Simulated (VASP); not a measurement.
Wanted: the native input for a VASP 6.6.1 run.

```yaml
Task: relaxation of cell and atoms
Functional: PBE
Potentials_or_basis: VASP PAW PBE potentials, release 64 (Cu)
Cutoff: 600 eV
k_mesh: 14 × 14 × 14
Occupations: fermi-dirac, width 0.1 eV
Spin: no spin polarisation
Target_pressure: 20 GPa
Dipole_correction: no
Further_INCAR_settings: ALGO = Normal; EDIFF = 1e-07; IBRION = 2; EDIFFG = -0.005; NSW = 32; ISIF = 3
```

The structure of Cu lies in POSCAR:

```
Cu
1.0
    0.0000000000      2.4914813484      2.4914813484
    2.4914813484      0.0000000000      2.4914813484
    2.4914813484      2.4914813484      0.0000000000
Cu
2
Direct
   -0.1250000000     -0.1250000000     -0.1250000000
    0.1250000000      0.1250000000      0.1250000000
```

One way to write it, as run:

INCAR

```
PREC = Accurate
ENCUT = 600
EDIFF = 1E-7
ISMEAR = -1
SIGMA = 0.1
LREAL = F
LASPH = T
NELM = 80
ALGO = Normal
ISIF = 3
LWAVE = F
LCHARG = F
GGA = PE
IBRION = 2
NSW = 32
EDIFFG = -0.005
PSTRESS = 200.0
```

KPOINTS

```
Automatic mesh
0
Gamma
  14 14 14
```

Potentials or basis: VASP PAW PBE potentials, release 64 (Cu).

Command:

```bash
$ cat potpaw_PBE.64/Cu/POTCAR > POTCAR
$ mpirun -np 1 vasp_std > vasp.out
```

Results of the run:

* Relaxed volume: 15.51 Å³/atom
* Relaxed cell: a = 3.527 Å, b = 3.527 Å, c = 3.527 Å, α = 60.00°, β = 60.00°, γ = 60.00°
* Space group after relaxing (to 0.05 Å): Fd-3m (No. 227)
* Energy change on relaxing (the enthalpy is what falls): -5.4 meV/atom
* Ionic steps: 3
* Pressure after relaxing: 20.0 GPa
* Band gap on the k mesh: zero (band 11 reaches 5.41 eV, above the bottom of band 12 at 4.35 eV)

Caveat: the cell is relaxed towards a set pressure, so the enthalpy falls and the energy may rise.

Run time: 71 s on 1 thread of Intel(R) Xeon(R) Platinum 8488C (Sapphire Rapids), on a shared host, peak memory 0.19 GiB.
